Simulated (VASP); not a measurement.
Here is a VASP 6.6.1 calculation.

File INCAR:

```
SYSTEM = HPt4
PREC = Accurate
ENCUT = 520
EDIFF = 1E-6
ISMEAR = 0
SIGMA = 0.1
LREAL = .FALSE.
LASPH = .TRUE.
NELM = 60
ALGO = Normal
ISIF = 2
LWAVE = .FALSE.
LCHARG = .FALSE.
LDIPOL = .TRUE.
IDIPOL = 3
DIPOL = 0.5 0.5 0.491
IBRION = 2
NSW = 90
EDIFFG = -0.03
```

File KPOINTS:

```
Automatic mesh
0
G
  12 12 1
  0 0 0
```

POSCAR

```
HPt4
1.0
    2.7531922017      0.0000000000      0.0000000000
   -1.3765961009      2.3843343882      0.0000000000
    0.0000000000      0.0000000000     25.7439160580
Pt H
4 1
Selective dynamics
Direct
    0.6666666667      0.3333333333      0.3301750977  F F F
    0.3333333333      0.6666666667      0.4174956131  F F F
    0.0000000000      0.0000000000      0.5038793259  T T T
    0.6666666667      0.3333333333      0.5913565498  T T T
    0.3333333333      0.6666666667      0.6115554970  T T T
```

Potentials or basis: VASP PAW LDA potentials, release 64 (Pt, H).

Launch:

```bash
$ cat potpaw_LDA.64/Pt/POTCAR potpaw_LDA.64/H/POTCAR > POTCAR
$ mpirun -np 1 vasp_std > vasp.out
```

Question: What does it give for the energy gained by relaxing?

Answer: 90.8 meV/atom.

The path:
| step | energy change (eV) | largest force on free atoms (eV/Å) | pressure (GPa) |
| --- | --- | --- | --- |
| 1 | 0.0000 | 1.7667 | 2.47 |
| 2 | -0.1895 | 1.4182 | 2.14 |
| 3 | -0.3322 | 0.6257 | 1.72 |
| 4 | -0.3334 | 0.7735 | 1.69 |
| 5 | -0.3638 | 0.5297 | 1.16 |
| 6 | -0.3652 | 0.7348 | 1.05 |
| 7 | -0.3965 | 0.5534 | 0.48 |
| 8 | -0.4487 | 0.0964 | -1.06 |
| 9 | -0.4538 | 0.0636 | -1.60 |
| 10 | -0.4539 | 0.0692 | -1.68 |
| 11 | -0.4540 | 0.0490 | -1.75 |
| 12 | -0.4542 | 0.0043 | -1.72 |

Caveat: the highest band is partly filled, so the run has too few bands.
